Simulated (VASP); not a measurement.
Runs of VASP 6.6.1 on Hf2Br. The structure is that of space group P6/mmm (No. 191), or close to it. The cells are those of the table. 

| task | cell | k mesh | cutoff (eV) | gap on the mesh (eV) | pressure (GPa) | relaxed volume (Å³/atom) |
| --- | --- | --- | --- | --- | --- | --- |
| relaxation of cell and atoms | relaxed from a = 5.188, b = 5.188, c = 3.090 Å, angles 90.0, 90.0, 120.0°, 3 atoms | 12 × 12 × 16 | 600 | none | 0.0 | 23.75 |
| single point | a = 5.206, b = 5.206, c = 3.072 Å, angles 90.0, 90.0, 120.0°, 3 atoms | 6 × 6 × 4 | 520 | none | -0.3 | - |
| relaxation of cell and atoms | relaxed from a = 4.101, b = 4.101, c = 4.428 Å, angles 90.0, 90.0, 120.0°, 3 atoms | 6 × 6 × 4 | 600 | none | 0.1 | (a) |
| single point | a = 5.191, b = 5.191, c = 3.072 Å, angles 90.0, 90.0, 120.0°, 3 atoms | 12 × 12 × 16 | 520 | none | -0.3 | - |

Alike in all rows: level PBE; potentials or basis VASP PAW PBE potentials, release 64 (Hf_pv, Br); no spin polarisation; smearing gaussian 0.1 eV.

Fill in the values left out.

(a) 23.87.

Caveats: some runs use coarse meshes; spin-orbit coupling is left out, which moves the levels of the heavy elements; an odd number of electrons without spin polarisation forces a metal; a magnetic or distorted state may lie lower.

A k mesh can miss the band edges, and the runs leave out spin-orbit coupling on Br, Hf.

A gap of «none» marks levels without a gap at the run's occupations.
